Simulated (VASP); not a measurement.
Input of a VASP 6.6.1 run:

The input INCAR:

```
SYSTEM = Al2Cu
  PREC = Accurate
  ENCUT = 520
  EDIFF = 1E-6
  ISMEAR = 0
  SIGMA = 0.1
  LREAL = .FALSE.
  LASPH = .TRUE.
  NELM = 60
  ALGO = Fast
  ISIF = 2
  LWAVE = .FALSE.
  LCHARG = .FALSE.
  GGA = PS
  NBANDS = 16
```

Contents of KPOINTS:

```
Automatic mesh
0
G
  14 14 14
  0 0 0
```

POSCAR

```
Al2Cu
1.0
   -1.9624681676      1.9624681676      2.7753455277
    1.9624681676     -1.9624681676      2.7753455277
    1.9624681676      1.9624681676     -2.7753455277
Al Cu
2 1
Direct
    0.7500000000      0.2500000000      0.5000000000
    0.2500000000      0.7500000000      0.5000000000
    0.5000000000      0.5000000000      0.0000000000
```

Potentials or basis: VASP PAW PBE potentials, release 64 (Al, Cu).

The run is started by

```sh
$ cat potpaw_PBE.64/Al/POTCAR potpaw_PBE.64/Cu/POTCAR > POTCAR
$ mpirun -np 1 vasp_std > vasp.out
```

**Question.** What does it give for the band gap on the k mesh?

**Answer.** Zero (an odd number of electrons rules out a gap without spin polarisation).

**Question.** What does it give for the pressure?

**Answer.** 12.5 GPa.

Caveat: the cell stands under pressure; the PAW data sets were made with another functional, which shifts forces and pressure a little.
